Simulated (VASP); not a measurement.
Here is a VASP 6.6.1 calculation.

Contents of INCAR:

```
SYSTEM = Pd
PREC = Accurate ; ENCUT = 520
EDIFF = 1E-6 ; ISMEAR = -1
SIGMA = 0.05 ; LREAL = .False.
LASPH = .True. ; NELM = 60
ALGO = Normal ; ISIF = 2
LWAVE = .False. ; LCHARG = .True.
LDIPOL = .True. ; IDIPOL = 3
DIPOL = 0.5 0.5 0.500 ; GGA = PS
LELF = .True. ; LVHAR = .True.
LVACPOTAV = .True. ; NBANDS = 33
```

File KPOINTS:

```
Automatic mesh
0
Gamma
  13 10 1
  0 0 0
```

The input POSCAR:

```
Pd
1.0
    2.7410560016      0.0000000000      0.0000000000
    0.0000000000      3.8764385727      0.0000000000
    0.0000000000      0.0000000000     21.4821000000
Pd
5
Direct
    0.0000000000      0.0000000000      0.3724027912
    0.5000000000      0.5000000000      0.4362013954
    0.0000000000      0.0000000000      0.5000000000
    0.5000000000      0.5000000000      0.5637986046
    0.0000000000      0.0000000000      0.6275972088
```

Potentials or basis: VASP PAW PBE potentials, release 64 (Pd).

Run with:

```sh
$ cat potpaw_PBE.64/Pd/POTCAR > POTCAR
$ mpirun -np 1 vasp_std > vasp.out
```

**Question.** Predict the band gap on the k mesh.

**Answer.** Zero (bands 25 and 26 overlap by 0.42 eV).

**Question.** Predict the largest force.

**Answer.** 0.592 eV/Å.

Forces in eV/Å, atoms in the order of the input:
```
Pd   0.000  0.000  0.592
Pd   0.000  0.000 -0.551
Pd   0.000  0.000  0.000
Pd   0.000  0.000  0.551
Pd   0.000  0.000 -0.592
```

Caveat: the PAW data sets were made with another functional, which shifts forces and pressure a little.
